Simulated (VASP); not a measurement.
Here is a VASP 6.6.1 calculation.

File INCAR:

```
SYSTEM = PtS2
PREC     = Accurate       ! precision mode
ENCUT    = 520            ! plane-wave cutoff, eV
EDIFF    = 1E-7           ! SCF threshold, eV
ISMEAR   = -1             ! smearing method
SIGMA    = 0.05           ! smearing width, eV
LREAL    = .False.        ! projectors in reciprocal space
LASPH    = .True.         ! aspherical terms in the spheres
NELM     = 60             ! most SCF steps
ALGO     = Normal         ! electronic algorithm
ISIF     = 2              ! what is computed and relaxed
LWAVE    = .False.        ! write WAVECAR
LCHARG   = .False.        ! write CHGCAR
GGA      = PE             ! functional
NBANDS   = 18             ! bands
```

File KPOINTS:

```
Automatic mesh
0
Gamma
  7 7 5
  0 0 0
```

The input POSCAR:

```
PtS2
1.0
    3.4723360000      0.0000000000      0.0000000000
   -1.7361680000      3.0071311865      0.0000000000
    0.0000000000      0.0000000000      5.0388000000
Pt S
1 2
Direct
    0.0000000000      0.0000000000      0.0000000000
    0.6666666667      0.3333333333      0.7730000000
    0.3333333333      0.6666666667      0.2270000000
```

Potentials or basis: VASP PAW PBE potentials, release 64 (Pt, S).

Launch:

```bash
$ cat potpaw_PBE.64/Pt/POTCAR potpaw_PBE.64/S/POTCAR > POTCAR
$ mpirun -np 1 vasp_std > vasp.out
```

Problem. What does it give for the band gap on the k mesh?

Solution. 1.01 eV, indirect (least direct gap 1.31 eV).

Problem. Estimate the pressure.

Solution. 20.0 GPa.

Stress tensor (GPa, compression positive):
```
22.13  0.00  0.00
 0.00 22.13  0.00
 0.00  0.00 15.89
```

Caveat: spin-orbit coupling is left out, which moves the levels of the heavy elements; forces of over 1 eV/Å act on the atoms, so gaps and moduli don't describe the material at rest. As with any semilocal functional, this PBE gap is likely too small.
